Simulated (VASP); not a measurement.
Write the native input for VASP 6.6.1 that does the following.

```yaml
Task: single point
Functional: PBE
Potentials_or_basis: VASP PAW PBE potentials, release 64 (Na_pv, B)
Cutoff: 520 eV
k_mesh: 10 × 10 × 10
Occupations: gaussian, width 0.1 eV
Spin: no spin polarisation
Dipole_correction: no
Further_INCAR_settings: ALGO = Normal; EDIFF = 1e-06; NBANDS = 34
```

The structure of NaB12 lies in POSCAR:

```
NaB12
1.0
    0.0000000000      3.7395641662      3.7395641662
    3.7395641662      0.0000000000      3.7395641662
    3.7395641662      3.7395641662      0.0000000000
Na B
1 12
Direct
    0.0000000000      0.0000000000      0.0000000000
    0.8363377782      0.1636622218      0.5000000000
    0.1636622218      0.8363377782      0.5000000000
    0.5000000000      0.8363377782      0.1636622218
    0.1636622218      0.5000000000      0.5000000000
    0.5000000000      0.5000000000      0.8363377782
    0.5000000000      0.5000000000      0.1636622218
    0.5000000000      0.8363377782      0.5000000000
    0.1636622218      0.5000000000      0.8363377782
    0.8363377782      0.5000000000      0.5000000000
    0.5000000000      0.1636622218      0.5000000000
    0.8363377782      0.5000000000      0.1636622218
    0.5000000000      0.1636622218      0.8363377782
```

The cell was generated, and may not be a known phase.

These files were run (other wordings do the same):

INCAR

```
SYSTEM = NaB12
ALGO = Normal
EDIFF = 1E-6
ENCUT = 520
GGA = PE
ISIF = 2
ISMEAR = 0
LASPH = .True.
LCHARG = .False.
LREAL = .False.
LWAVE = .False.
NBANDS = 34
NELM = 60
PREC = Accurate
SIGMA = 0.1
```

KPOINTS

```
k-points
0
Gamma
  10 10 10
  0 0 0
```

Potentials or basis: VASP PAW PBE potentials, release 64 (Na_pv, B).

Launch:

```console
$ cat potpaw_PBE.64/Na_pv/POTCAR potpaw_PBE.64/B/POTCAR > POTCAR
$ mpirun -np 1 vasp_std > vasp.out
```

It gave:

```json
{"Pressure": "0.1 GPa", "Band gap on the k mesh": "zero (an odd number of electrons rules out a gap without spin polarisation)"}
```

Caveat: an odd number of electrons without spin polarisation forces a metal; a magnetic or distorted state may lie lower.

Wall time 68 s on 1 thread of Intel(R) Xeon(R) 6975P-C (Granite Rapids), with other jobs on the host, peak memory 0.3 GiB.
